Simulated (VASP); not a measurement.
# GaN (P3m1) in VASP: notebook

GaN is run at these levels: PBE; tasks: single point.

Everything below comes from runs of VASP 6.6.1. Logs are shortened: lines on timing, memory, paths and dates and some standing lists are left out, and cuts for length are marked.

## (1) The cell of the first run

The structure is trigonal, space group P3m1 (No. 156). Conventional cell: a = 3.180 Å, b = 3.180 Å, c = 5.166 Å, α = 90.00°, β = 90.00°, γ = 120.00°. Ga (site symmetry 3m) has 4 N at 1.93 to 2.00 Å within 2.6 Å. Within 2.6 Å of Ga (site symmetry 3m) lie 4 N at 1.94 to 1.95 Å. Within 2.6 Å of N (site symmetry 3m) lie 4 Ga at 1.95 to 2.00 Å. N (site symmetry 3m) has 4 Ga at 1.93 to 1.94 Å within 2.6 Å.

## (2) Single point, PBE (atom 1 (Ga) moved -0.060 Å towards its neighbour atom 3 (N) at 1.937 Å)

File INCAR:

```
SYSTEM = GaN
ALGO = Normal ; EDIFF = 1E-7
ENCUT = 520 ; GGA = PE
ISIF = 2 ; ISMEAR = 0
LASPH = .True. ; LCHARG = .True.
LELF = .True. ; LREAL = .False.
LVHAR = .True. ; LWAVE = .False.
NBANDS = 26 ; NELM = 100
PREC = Accurate ; SIGMA = 0.05
```

File KPOINTS:

```
k-points
0
Gamma
  12 12 6
  0 0 0
```

File POSCAR:

```
GaN
1.0
    3.1799996605      0.0000000000      0.0000000000
   -1.5899998303      2.7539604900      0.0000000000
    0.0000000000      0.0000000000      5.1660000000
Ga N
2 2
Direct
    0.3333333333      0.6666666667     -0.0116144019
    0.6666666667      0.3333333333      0.5000000000
    0.3333333333      0.6666666667      0.3750000000
    0.6666666667      0.3333333333      0.8750000000
```

Potentials or basis: VASP PAW PBE potentials, release 64 (Ga_d, N).

Launch:

```bash
$ cat potpaw_PBE.64/Ga_d/POTCAR potpaw_PBE.64/N/POTCAR > POTCAR
$ mpirun -np 1 vasp_std > vasp.out
```

OUTCAR:

```text
SYSTEM = GaN
   EDIFF = 1E-7
   ENCUT = 520
   GGA = PE
   ISIF = 2
   ISMEAR = 0
   LASPH = .True.
   LREAL = .False.
   NELM = 100
   PREC = Accurate

 ion  position               nearest neighbor table
   1  0.333  0.667  0.988-   4 1.93   4 1.93   4 1.93   3 2.00
   2  0.667  0.333  0.500-   4 1.94   3 1.95   3 1.95   3 1.95
   3  0.333  0.667  0.375-   2 1.95   2 1.95   2 1.95   1 2.00
   4  0.667  0.333  0.875-   1 1.93   1 1.93   1 1.93   2 1.94

  LATTYP: Found a hexagonal cell.
 ALAT       =     3.1799996605
 C/A-ratio  =     1.6245284753

  Lattice vectors:

 A1 = (   3.1799996605,   0.0000000000,   0.0000000000)
 A2 = (  -1.5899998303,   2.7539604900,   0.0000000000)
 A3 = (   0.0000000000,   0.0000000000,   5.1660000000)

Analysis of symmetry for initial positions (statically):
=====================================================================
 Subroutine PRICEL returns:
 Original cell was already a primitive cell.

 Routine SETGRP: Setting up the symmetry group for a
 hexagonal supercell.

 Subroutine GETGRP returns: Found  6 space group operations
 (whereof  6 operations were pure point group operations)
 out of a pool of 24 trial point group operations.

The static configuration has the point symmetry C_3v.

Analysis of symmetry for dynamics (positions and initial velocities):
=====================================================================
 Subroutine PRICEL returns:
 Original cell was already a primitive cell.

 Routine SETGRP: Setting up the symmetry group for a
 hexagonal supercell.

 Subroutine GETGRP returns: Found  6 space group operations
 (whereof  6 operations were pure point group operations)
 out of a pool of 24 trial point group operations.

The dynamic configuration has the point symmetry C_3v.

 Subroutine INISYM returns: Found  6 space group operations
 (whereof  6 operations are pure point group operations),
 and found     1 'primitive' translations

----------------------------------------------------------------------------------------

                                     Primitive cell

  volume of cell :      45.2417

  direct lattice vectors                    reciprocal lattice vectors
     3.179999661  0.000000000  0.000000000     0.314465442  0.181556708  0.000000000
    -1.589999830  2.753960490  0.000000000     0.000000000  0.363113416  0.000000000
     0.000000000  0.000000000  5.166000000     0.000000000  0.000000000  0.193573364

  length of vectors
     3.179999661  3.179999661  5.166000000     0.363113416  0.363113416  0.193573364

  position of ions in fractional coordinates (direct lattice)
     0.333333333  0.666666667  0.988385598
     0.666666667  0.333333333  0.500000000
     0.333333333  0.666666667  0.375000000
     0.666666667  0.333333333  0.875000000

  ion indices of the primitive-cell ions
   primitive index   ion index
                 1           1
                 2           2
                 3           3
                 4           4

----------------------------------------------------------------------------------------

 KPOINTS: k-points

Automatic generation of k-mesh.
 Grid dimensions read from file:
 generate k-points for:   12   12    6

 Generating k-lattice:

  Cartesian coordinates                     Fractional coordinates (reciprocal lattice)
     0.026205454  0.015129726  0.000000000     0.083333333  0.000000000  0.000000000
     0.000000000  0.030259451  0.000000000     0.000000000  0.083333333  0.000000000
     0.000000000  0.000000000  0.032262227     0.000000000  0.000000000  0.166666667

  Length of vectors
     0.030259451  0.030259451  0.032262227

  Shift w.r.t. Gamma in fractional coordinates (k-lattice)
     0.000000000  0.000000000  0.000000000

 Subroutine IBZKPT returns following result:
 ===========================================

 Found    100 irreducible k-points:

 Following reciprocal coordinates:
            Coordinates               Weight
  0.000000  0.000000  0.000000      1.000000
  0.083333  0.000000  0.000000      6.000000
  0.166667  0.000000  0.000000      6.000000
  0.250000  0.000000  0.000000      6.000000
  0.333333  0.000000  0.000000      6.000000
  0.416667  0.000000  0.000000      6.000000
[... 16 lines left out ...]
  0.166667  0.000000  0.166667      6.000000
  0.000000  0.166667  0.166667      6.000000
 [... further k-points ...]
   k-points           NKPTS =    100   k-points in BZ     NKDIM =    100   number of bands    NBANDS=     26
   number of dos      NEDOS =    301   number of ions     NIONS =      4
   total plane-waves  NPLWV =  23040
   dimension x,y,z NGX =    24 NGY =   24 NGZ =   40
   dimension x,y,z NGXF=    48 NGYF=   48 NGZF=   80
   ions per type =               2   2
   NGX,Y,Z   is equivalent  to a cutoff of  12.55, 12.55, 12.87 a.u.
   NGXF,Y,Z  is equivalent  to a cutoff of  25.09, 25.09, 25.74 a.u.
 SYSTEM =  GaN
   PREC   = accura    normal or accurate (medium, high low for compatibility)
   ISTART =      0    job   : 0-new  1-cont  2-samecut
   ICHARG =      2    charge: 1-file 2-atom 10-const
   ISPIN  =      1    spin polarized calculation?
   LNONCOLLINEAR =      F non collinear calculations
   LSORBIT =      F    spin-orbit coupling
   LASPH  =      T    aspherical Exc in radial PAW
   ENCUT  =  520.0 eV  38.22 Ry    6.18 a.u.   5.91  5.91  9.61*2*pi/ulx,y,z
   NELM   =    100;   NELMIN=  2; NELMDL= -5     # of ELM steps
   EDIFF  = 0.1E-06   stopping-criterion for ELM
   LREAL  =      F    real-space projection
   EDIFFG = 0.1E-05   stopping-criterion for IOM
   NSW    =      0    number of steps for IOM
   IBRION =     -1    ionic relax: 0-MD 1-quasi-New 2-CG
   NFREE  =      0    steps in history (QN), initial steepest desc. (CG)
   ISIF   =      2    stress and relaxation
   ISYM   =      2    0-nonsym 1-usesym 2-fastsym
   POTIM  = 0.5000    time-step for ionic-motion
   TEBEG  =    0.0;   TEEND  =   0.0 temperature during run
   PSTRESS=    0.0 pullay stress
   NELECT =      36.0000    total number of electrons
   NUPDOWN=      -1.0000    fix difference up-down
   EMIN   =  10.00;   EMAX   =-10.00  energy-range for DOS
   EFERMI =   0.00;   METHOD = LEGACY
   ISMEAR =     0;   SIGMA  =   0.05  broadening in eV -4-tet -1-fermi 0-gaus
   EFERMI_NEDOS =   21; number of points for ismear=-14 and -15
   IALGO  =     38    algorithm
   IMIX   =      4    mixing-type and parameters
     AMIX     =   0.40;   BMIX     =  1.00
     AMIX_MAG =   1.60;   BMIX_MAG =  1.00
  volume/ion in A,a.u.               =      11.31        76.33
  Fermi-wavevector in a.u.,A,eV,Ry     =   1.517036  2.866783 31.312431  2.301399
  Thomas-Fermi vector in A             =   2.626346
   LORBIT       =      0    0 simple, 1 ext, 2 COOP (PROOUT), +10 PAW based schemes
   GGA     = PE    functional components
   LHFCALC =     F    Hartree Fock is set to
   AEXX    =    0.0000 exact exchange contribution
   IVDW    =     0    specifies the selected vdW correction
   LEPSILON=     F    determine dielectric tensor
   LRPA    =     F    only Hartree local field effects (RPA)
 non-spin polarized calculation
 Gauss-broadening in eV      SIGMA  =   0.05
  energy-cutoff  :      520.00
  volume of cell :       45.24
 maximum number of plane-waves:      1236
   NGX = 11   NGY = 11   NGZ = 19

 number of electron      36.0000002 magnetization

 Free energy of the ion-electron system (eV)
  ---------------------------------------------------
  ext. energy  EPLUGINS =         0.00000000
  ---------------------------------------------------
  free energy    TOTEN  =       -24.25779389 eV

  energy without entropy =      -24.25779389  energy(sigma->0) =      -24.25779389

 E-fermi :   5.6797     XC(G=0): -11.7211

 val. band max:        5.4366889970   @ k =   0.0000   0.0000   0.0000
 cond. band min:       7.4003547434   @ k =   0.0000   0.0000   0.0000
 fundamental gap:      1.9636657465
 Fermi energy:         5.6797224203

 k-point     1 :       0.0000    0.0000    0.0000
  band No.  band energies     occupation
      1     -10.6920      2.00000
      2      -9.6565      2.00000
      3      -8.0866      2.00000
      4      -8.0866      2.00000
      5      -8.0192      2.00000
      6      -7.8840      2.00000
[... 18 lines left out ...]
     25      17.1666      0.00000
     26      17.1666      0.00000

 k-point     2 :       0.0833    0.0000    0.0000
  band No.  band energies     occupation
      1     -10.6239      2.00000
      2      -9.6350      2.00000
      3      -8.0760      2.00000
      4      -8.0739      2.00000
      5      -8.0051      2.00000
      6      -7.8745      2.00000
[... 18 lines left out ...]
     25      16.8269      0.00000
     26      17.3270      0.00000

 k-point     3 :       0.1667    0.0000    0.0000
  band No.  band energies     occupation
      1     -10.4393      2.00000
      2      -9.5803      2.00000
      3      -8.0411      2.00000
      4      -8.0391      2.00000
      5      -7.9662      2.00000
      6      -7.8506      2.00000
[... 18 lines left out ...]
     25      16.8434      0.00000
     26      17.7001      0.00000

 k-point     4 :       0.2500    0.0000    0.0000
  band No.  band energies     occupation
      1     -10.1979      2.00000
      2      -9.5137      2.00000
      3      -8.0033      2.00000
      4      -7.9978      2.00000
      5      -7.9088      2.00000
      6      -7.8274      2.00000
[... 18 lines left out ...]
     25      16.8534      0.00000
     26      18.1916      0.00000
[... 496 lines left out ...]
      1     -10.5524      2.00000
      2      -9.6569      2.00000
      3      -8.0762      2.00000
      4      -8.0747      2.00000
      5      -7.9868      2.00000
      6      -7.8844      2.00000
[... 18 lines left out ...]
     25      16.6569      0.00000
     26      17.1054      0.00000

 k-point    23 :       0.1667    0.0000    0.1667
  band No.  band energies     occupation
      1     -10.3765      2.00000
      2      -9.5936      2.00000
      3      -8.0480      2.00000
      4      -8.0394      2.00000
      5      -7.9384      2.00000
      6      -7.8615      2.00000
[... 18 lines left out ...]
     25      16.4550      0.00000
     26      17.4442      0.00000

 k-point    24 :       0.0000    0.1667    0.1667
  band No.  band energies     occupation
      1     -10.3764      2.00000
      2      -9.5938      2.00000
      3      -8.0415      2.00000
      4      -8.0377      2.00000
      5      -7.9644      2.00000
      6      -7.8567      2.00000
[... 18 lines left out ...]
     25      16.4485      0.00000
     26      17.5363      0.00000

 [... further k-points ...]
[... 5 lines left out ...]
  --------------------------------------------------------------------------------------
  -------------------------------------------------------------------------------------
  Total        2.2246224      2.2246224      1.9098065     -0.0000000      0.0000000      0.0000000
  in kB       78.7821292     78.7821292     67.6333299     -0.0000000      0.0000000      0.0000000
  external PRESSURE =      75.0658627 kB  Pullay stress =       0.0000000 kB

 VOLUME and BASIS-vectors are now :
 -----------------------------------------------------------------------------
  energy-cutoff  :      520.00
  volume of cell :       45.24
      direct lattice vectors                 reciprocal lattice vectors
     3.179999661  0.000000000  0.000000000     0.314465442  0.181556708  0.000000000
    -1.589999830  2.753960490  0.000000000     0.000000000  0.363113416  0.000000000
     0.000000000  0.000000000  5.166000000     0.000000000  0.000000000  0.193573364

 POSITION                                       TOTAL-FORCE (eV/Angst)
 -----------------------------------------------------------------------------------
     -0.00000      1.83597      5.10600        -0.000000      0.000000      1.003219
      1.59000      0.91799      2.58300         0.000000     -0.000000     -0.633100
     -0.00000      1.83597      1.93725        -0.000000      0.000000     -0.241540
      1.59000      0.91799      4.52025         0.000000      0.000000     -0.128579
 -----------------------------------------------------------------------------------
    total drift:                               -0.000002     -0.000000      0.000137

  FREE ENERGIE OF THE ION-ELECTRON SYSTEM (eV)
  ---------------------------------------------------
  free  energy   TOTEN  =       -24.2577938899 eV

  energy  without entropy=      -24.2577938899  energy(sigma->0) =      -24.25779389
```

It took 60 s on 1 thread of Intel Xeon Platinum 8488C (Sapphire Rapids), shared host; peak memory 0.23 GiB.

Results:

| Property | Result |
| --- | --- |
| Free energy | -24.2578 eV |
| Pressure | 7.5 GPa |
| Largest force | 1.003 eV/Å |
| Band gap on the k mesh | 1.96 eV |

Forces on the atoms (eV/Å):
```
Ga   0.000  0.000  1.003
Ga   0.000  0.000 -0.633
N    0.000  0.000 -0.242
N    0.000  0.000 -0.129
```

Caveat: the cell differs from its parent crystal (atom 1 (Ga) moved -0.060 Å towards its neighbour atom 3 (N) at 1.937 Å); the cell stands under pressure; forces of over 1 eV/Å act on the atoms, so gaps and moduli don't describe the material at rest.

## (3) Single point, PBE (atom 1 (Ga) moved -0.120 Å towards its neighbour atom 3 (N) at 1.937 Å)

File INCAR:

```
PREC     = Accurate       # precision mode
ENCUT    = 520            # plane-wave cutoff, eV
EDIFF    = 1E-7           # SCF threshold, eV
ISMEAR   = 0              # smearing method
SIGMA    = 0.05           # smearing width, eV
LREAL    = False          # projectors in reciprocal space
LASPH    = True           # aspherical terms in the spheres
NELM     = 60             # most SCF steps
ALGO     = Normal         # electronic algorithm
ISIF     = 2              # what is computed and relaxed
LWAVE    = False          # write WAVECAR
LCHARG   = False          # write CHGCAR
GGA      = PE             # functional
NBANDS   = 26             # bands
```

File KPOINTS:

```
Automatic mesh
0
Gamma
  12 12 6
```

Changes to POSCAR since step 2:

```diff
@@ -8,3 +8,3 @@
 Direct
-    0.3333333333      0.6666666667     -0.0116144019
+    0.3333333333      0.6666666667     -0.0232288037
     0.6666666667      0.3333333333      0.5000000000
```

Potentials or basis: VASP PAW PBE potentials, release 64 (Ga_d, N).

Launch:

```bash
$ cat potpaw_PBE.64/Ga_d/POTCAR potpaw_PBE.64/N/POTCAR > POTCAR
$ mpirun -np 1 vasp_std > vasp.out
```

OUTCAR:

```text
PREC = Accurate
   ENCUT = 520
   EDIFF = 1E-7
   ISMEAR = 0
   LREAL = False
   LASPH = True
   NELM = 60
   ISIF = 2
   GGA = PE

 ion  position               nearest neighbor table
   1  0.333  0.667  0.977-   4 1.91   4 1.91   4 1.91   3 2.06
   2  0.667  0.333  0.500-   4 1.94   3 1.95   3 1.95   3 1.95
   3  0.333  0.667  0.375-   2 1.95   2 1.95   2 1.95   1 2.06
   4  0.667  0.333  0.875-   1 1.91   1 1.91   1 1.91   2 1.94

  LATTYP: Found a hexagonal cell.
 ALAT       =     3.1799996605
[... 886 lines left out ...]
     25      16.4303      0.00000
     26      17.5544      0.00000

 [... further k-points ...]
[... 5 lines left out ...]
  --------------------------------------------------------------------------------------
  -------------------------------------------------------------------------------------
  Total        2.6249390      2.6249390      1.5676235     -0.0000000      0.0000000      0.0000000
  in kB       92.9588215     92.9588215     55.5153613     -0.0000000      0.0000000      0.0000000
  external PRESSURE =      80.4776681 kB  Pullay stress =       0.0000000 kB

 VOLUME and BASIS-vectors are now :
 -----------------------------------------------------------------------------
  energy-cutoff  :      520.00
  volume of cell :       45.24
      direct lattice vectors                 reciprocal lattice vectors
     3.179999661  0.000000000  0.000000000     0.314465442  0.181556708  0.000000000
    -1.589999830  2.753960490  0.000000000     0.000000000  0.363113416  0.000000000
     0.000000000  0.000000000  5.166000000     0.000000000  0.000000000  0.193573364

 POSITION                                       TOTAL-FORCE (eV/Angst)
 -----------------------------------------------------------------------------------
     -0.00000      1.83597      5.04600         0.000000     -0.000000      1.905159
      1.59000      0.91799      2.58300         0.000000     -0.000000     -1.120127
     -0.00000      1.83597      1.93725        -0.000000      0.000000     -0.444032
      1.59000      0.91799      4.52025         0.000000     -0.000000     -0.341000
 -----------------------------------------------------------------------------------
    total drift:                               -0.000002      0.000000      0.000604

  FREE ENERGIE OF THE ION-ELECTRON SYSTEM (eV)
  ---------------------------------------------------
  free  energy   TOTEN  =       -24.1694866035 eV

  energy  without entropy=      -24.1694866035  energy(sigma->0) =      -24.16948660
```

OSZICAR:

```text
N       E                     dE             d eps       ncg     rms          rms(c)
DAV:   1     0.282737357914E+03    0.28274E+03   -0.17520E+04  5688   0.259E+03
DAV:   2     0.820087292965E+01   -0.27454E+03   -0.25911E+03  5608   0.494E+02
DAV:   3    -0.270474172292E+02   -0.35248E+02   -0.34755E+02  6152   0.144E+02
DAV:   4    -0.282194233723E+02   -0.11720E+01   -0.11670E+01  6082   0.283E+01
DAV:   5    -0.282454033832E+02   -0.25980E-01   -0.25950E-01  6506   0.401E+00    0.110E+01
DAV:   6    -0.240907642993E+02    0.41546E+01   -0.10269E+01  8618   0.506E+01    0.308E+00
DAV:   7    -0.241879550274E+02   -0.97191E-01   -0.14481E+00  5558   0.957E+00    0.272E+00
DAV:   8    -0.241794831814E+02    0.84718E-02   -0.14090E-01  7510   0.552E+00    0.609E-01
DAV:   9    -0.241688899264E+02    0.10593E-01   -0.44407E-02  8142   0.409E+00    0.352E-01
DAV:  10    -0.241693592056E+02   -0.46928E-03   -0.44428E-03  5496   0.506E-01    0.162E-01
DAV:  11    -0.241694765387E+02   -0.11733E-03   -0.35620E-04  7240   0.282E-01    0.114E-02
DAV:  12    -0.241694850879E+02   -0.85492E-05   -0.69320E-05  6520   0.656E-02    0.162E-02
DAV:  13    -0.241694865015E+02   -0.14136E-05   -0.36680E-06  5984   0.243E-02    0.547E-03
DAV:  14    -0.241694865727E+02   -0.71174E-07   -0.10119E-06  6194   0.180E-02    0.937E-04
DAV:  15    -0.241694866035E+02   -0.30836E-07   -0.20398E-07  4914   0.522E-03
   1 F= -.24169487E+02 E0= -.24169487E+02  d E =-.210075E-12
```

stdout:

```text
POSCAR found type information on POSCAR GaN
 POSCAR found :  2 types and       4 ions
 scaLAPACK will be used
 LDA part: xc-table for (Slater+PW92), standard interpolation
 POSCAR, INCAR and KPOINTS ok, starting setup
 FFT: planning ... GRIDC
 FFT: planning ... GRID_SOFT
 FFT: planning ... GRID
 WAVECAR not read
 entering main loop
```

It took 58 s on 1 thread of Intel Xeon Platinum 8488C (Sapphire Rapids), shared host; peak memory 0.23 GiB.

Results:

- Free energy: -24.1695 eV
- Pressure: 8.0 GPa
- Largest force: 1.905 eV/Å
- Band gap on the k mesh: 1.88 eV

Forces on the atoms (eV/Å):
```
Ga   0.000  0.000  1.905
Ga   0.000  0.000 -1.120
N    0.000  0.000 -0.444
N    0.000  0.000 -0.341
```

Stress tensor (GPa, compression positive):
```
9.30 0.00 0.00
0.00 9.30 0.00
0.00 0.00 5.55
```

Caveat: the cell differs from its parent crystal (atom 1 (Ga) moved -0.120 Å towards its neighbour atom 3 (N) at 1.937 Å); the cell stands under pressure; forces of over 1 eV/Å act on the atoms, so gaps and moduli don't describe the material at rest.
